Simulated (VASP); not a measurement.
Wanted: the native input for a VASP 6.6.1 run.

```
Task                   : single point
Functional             : PBEsol
Dispersion             : D4
Potentials or basis    : VASP PAW PBE potentials, release 64 (Ta_pv, K_sv, O)
Cutoff                 : 520 eV
k mesh                 : 7 × 7 × 7
Occupations            : fermi-dirac, width 0.05 eV
Spin                   : no spin polarisation
Dipole correction      : no
Further INCAR settings : ALGO = Normal; EDIFF = 1e-06; NBANDS = 27
```

The structure of KTaO3 lies in POSCAR:

```
KTaO3
1.0
    3.9883000000      0.0000000000      0.0000000000
    0.0000000000      3.9883000000      0.0000000000
    0.0000000000      0.0000000000      3.9883000000
Ta K O
1 1 3
Direct
    0.0000000000      0.0000000000      0.0000000000
    0.5000000000      0.5000000000      0.5000000000
    0.0000000000      0.0000000000      0.5000000000
    0.0000000000      0.5000000000      0.0000000000
    0.5000000000      0.0000000000      0.0000000000
```

These files were run (other wordings do the same):

INCAR

```
SYSTEM = KTaO3
ALGO = Normal ; EDIFF = 1E-6
ENCUT = 520 ; GGA = PS
ISIF = 2 ; ISMEAR = -1
IVDW = 13 ; LASPH = .TRUE.
LCHARG = .FALSE. ; LREAL = .FALSE.
LWAVE = .FALSE. ; NBANDS = 27
NELM = 60 ; PREC = Accurate
SIGMA = 0.05
```

KPOINTS

```
k-points
0
G
  7 7 7
  0 0 0
```

Potentials or basis: VASP PAW PBE potentials, release 64 (Ta_pv, K_sv, O).

Launch:

```sh
$ cat potpaw_PBE.64/Ta_pv/POTCAR potpaw_PBE.64/K_sv/POTCAR potpaw_PBE.64/O/POTCAR > POTCAR
$ mpirun -np 1 vasp_std > vasp.out
```

It gave:

* Pressure: -0.9 GPa
* Band gap on the k mesh: 2.14 eV (least direct gap 2.71 eV)
* Dispersion energy per atom: -0.091 eV

Caveat: the PAW data sets were made with another functional, which shifts forces and pressure a little; spin-orbit coupling is left out, which moves the levels of the heavy elements; an odd mesh through Γ misses points on the zone boundary, where band edges can lie.

Wall time 61 s on 1 thread of AMD EPYC 7R13 (shared host), peak memory 0.16 GiB.
